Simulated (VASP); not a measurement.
# FeO: single point with PBE

**What was measured.**

From “W\"ustite: Electric, thermodynamic and optical properties of FeO”, 2012, arxiv:1203.1201, for a bulk crystal of FeO: band gap 2.4 eV (optical).

FeO:

```xyz
2
Lattice="0.0000 2.1554 2.1554 2.1554 0.0000 2.1554 2.1554 2.1554 0.0000" Properties=species:S:1:pos:R:3 pbc="T T T"
Fe    0.0000    0.0000    0.0000
O     2.1554    2.1554    2.1554
```

```
Program             : VASP 6.6.1
Task                : single point
Functional          : PBE
Potentials or basis : VASP PAW PBE potentials, release 64 (Fe_sv, O)
Cutoff              : 600 eV
k mesh              : 11 × 11 × 11
Occupations         : fermi-dirac, width 0.05 eV
Spin                : collinear spin, ferromagnetic start
Starting moments    : [3.0, 0.0] μB
```

The pressure is -2.6 GPa, the band gap on the k mesh is zero (filled and empty bands overlap) and the net moment is 4.00 μB per cell. The site moments are Fe +3.48; O +0.30 μB and the valence electrons inside the program's atomic spheres are Fe 13.61; O 4.99.

Levels at points of the mesh, in eV from the Fermi level:
Spin up:
```tsv
k point	band 11	band 12	band 13	band 14	band 15	band 16
(0.00, 0.00, 0.00)	-3.87	-3.68	-3.68	0.01	15.24	16.95
```
Spin down:
| k point | band 7 | band 8 | band 9 | band 10 | band 11 | band 12 |
| --- | --- | --- | --- | --- | --- | --- |
| (0.00, 0.00, 0.00) | -3.33 | -3.33 | -0.74 | -0.74 | -0.74 | 0.22 |

Run time: 27 s on 1 thread of Intel(R) Xeon(R) Platinum 8488C (Sapphire Rapids), with other jobs on the host, peak memory 0.17 GiB.

A measured gap of FeO is 2.4 eV (optical; quoted in “W\"ustite: Electric, thermodynamic and optical properties of FeO”, 2012, arxiv:1203.1201); the calculated 0.00 eV misses it by -2.40 eV. So large a miss can be the level of theory's own, or it may mean another phase, state or a wrong row. The value is that of PBE on a finite k mesh, which can miss the band edges, without temperature or zero-point motion. Semilocal functionals fall short of measured gaps as a rule. The run's magnetic order (collinear spin, ferromagnetic start) needn't be the measured crystal's.

Caveat: a cell with one magnetic atom can't hold antiferromagnetic order, which such compounds often take; semilocal functionals often make such compounds metallic where correlation or magnetic order opens a gap, which also shifts bond lengths.
